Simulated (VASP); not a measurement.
Here is a VASP 6.6.1 calculation.

Contents of INCAR:

```
  PREC = Accurate
  ENCUT = 500
  EDIFF = 1E-6
  ISMEAR = 0
  SIGMA = 0.15
  LREAL = False
  LASPH = True
  NELM = 120
  ALGO = Normal
  ISIF = 2
  LWAVE = False
  LCHARG = False
  GGA = PS
  NBANDS = 18
  GGA_COMPAT = False
```

Contents of KPOINTS:

```
regular mesh
0
Gamma
  16 16 16
```

POSCAR

```
BiTe
1.0
    0.0000000000      3.1012392129      3.2451111351
    3.1012392129      0.0000000000      3.2451111351
    3.1012392129      3.1012392129      0.0000000000
Bi Te
1 1
Direct
    0.0000000000      0.0000000000      0.0000000000
    0.5000000000      0.5000000000      0.5000000000
```

Potentials or basis: VASP PAW PBE potentials, release 64 (Bi_d, Te).

The run is started by

```bash
$ cat potpaw_PBE.64/Bi_d/POTCAR potpaw_PBE.64/Te/POTCAR > POTCAR
$ mpirun -np 1 vasp_std > vasp.out
```

Problem. What does it give for the pressure?

Solution. 3.1 GPa.

Problem. Estimate the band gap on the k mesh.

Solution. Zero (an odd number of electrons rules out a gap without spin polarisation).

Stress tensor (GPa, compression positive):
```
 4.70  0.00  0.00
 0.00  4.70  0.00
 0.00  0.00 -0.16
```

Caveat: the cell differs from its parent crystal (strain -0.030 along x and y, +0.015 along z); the cell stands under pressure; the PAW data sets were made with another functional, which shifts forces and pressure a little; spin-orbit coupling is left out, which moves the levels of the heavy elements.
